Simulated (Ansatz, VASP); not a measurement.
Mo: VASP beside Ansatz

```
CELL_PARAMETERS angstrom
-1.50030 1.57100 1.57100
1.50030 -1.57100 1.57100
1.50030 1.57100 -1.57100
ATOMIC_POSITIONS crystal
Mo 0.00000 0.00000 0.00000
```

Change from the starting cell: strain -0.0450 x Voigt [1, 0, 0, 0, 0, 0], atoms carried along.

Alike in both runs: task single point; functional r2SCAN; k mesh 22 × 22 × 22; occupations gaussian, width 0.15 eV; no spin polarisation.

```csv
,VASP,Ansatz
version,VASP 6.6.1,Ansatz 0.2.0
potentials or method,"VASP PAW PBE potentials, release 64 (Mo_sv), cutoff 520 eV","scalar-relativistic, plane waves, PAW"
valence electrons in the cell,14,14
```

```tsv
	VASP	Ansatz	Ansatz less VASP
gap on the k mesh at the Fermi level (eV)	none	none	-
pressure (GPa)	18.2	16.8	-1.45
traceless stress, the component that is largest in VASP (GPa)	11.48	11.49	+0.005
```

VASP's potentials were made for PBE, not for r2SCAN. A gap of «none» marks a metal or a gap that the smearing closes.
